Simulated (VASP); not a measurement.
Hf:

```
Hf
1.0
     2.89132    0.00000    0.00000
     0.00000    2.89132    0.00000
     0.00000    0.00000    2.89132
Hf
1
Direct
  0.00000 0.00000 0.00000
```

* Program: VASP 6.6.1
* Task: relaxation of cell and atoms
* Functional: BLYP
* Potentials or basis: VASP PAW PBE potentials, release 64 (Hf_pv)
* Cutoff: 500 eV
* k mesh: 11 × 11 × 11
* Occupations: fermi-dirac, width 0.1 eV
* Spin: no spin polarisation

At the start: pressure 5.0 GPa; volume 24.17 Å³/atom.

**Question.** How do energy, volume and symmetry change on relaxing?

**Answer.** Over 3 steps the energy falls by 24.2 meV/atom and the volume is 25.82 Å³/atom (+6.8 %); space group Pm-3m (No. 221, to 0.05 Å).

The path:
| step | energy change (eV) | largest force (eV/Å) | pressure (GPa) | volume (Å³) |
| --- | --- | --- | --- | --- |
| 1 | 0.0000 | 0.0000 | 4.95 | 24.17 |
| 2 | -0.0155 | 0.0000 | -2.53 | 26.88 |
| 3 | -0.0242 | 0.0000 | -0.01 | 25.82 |

Final structure:
```
CELL_PARAMETERS angstrom
2.95555 0.00000 0.00000
0.00000 2.95555 0.00000
0.00000 0.00000 2.95555
ATOMIC_POSITIONS crystal
Hf 0.00000 0.00000 0.00000
```

Caveat: the PAW data sets were made with another functional, which shifts forces and pressure a little.
